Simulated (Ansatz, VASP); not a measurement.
**One calculation of C, two programs**

```xyz
10
Lattice="0.0000 1.4231 -3.3609 -2.4650 0.0000 0.0000 0.0000 10.8829 2.0704" Properties=species:S:1:pos:R:3 pbc="T T T"
C    -3.4509    8.8235    1.0076
C    -0.9860    1.7078   -2.3534
C    -2.2185    3.8425   -2.3534
C    -0.9860    4.5541    1.0076
C    -2.2185    6.6888    1.0076
C    -2.2185    2.4193   -2.3519
C    -0.9860    3.1309    1.0090
C    -2.2185    5.2656    1.0090
C    -0.9860    7.4004    1.0090
C    -2.2185    9.5351    1.0090
```

Alike in both runs: task single point; functional PBE; dispersion D3(BJ); k mesh 7 × 11 × 3; occupations gaussian, width 0.05 eV; no spin polarisation.

|  | VASP | Ansatz |
| --- | --- | --- |
| version | VASP 6.6.1 | Ansatz 0.2.0 |
| potentials or method | VASP PAW PBE potentials, release 64 (C), cutoff 520 eV | scalar-relativistic, plane waves, PAW |
| valence electrons in the cell | 40 | 40 |

Ansatz gave:

```
gap on the k mesh at the Fermi level (eV)                     : 0.07
least direct gap on the mesh (eV)                             : 0.15
pressure (GPa)                                                : -2.0
traceless stress, the component that is largest in VASP (GPa) : 1.06
rms of the force components (eV/Å)                            : 0.640
```

Question: What did VASP give for the same quantities?

Answer: gap on the k mesh at the Fermi level (eV): 0.07; least direct gap on the mesh (eV): 0.15; pressure (GPa): -1.6; traceless stress, the component that is largest in VASP (GPa): 1.25; rms of the force components (eV/Å): 0.635.

Atom by atom the forces differ by 0.012 eV/Å (rms over components).
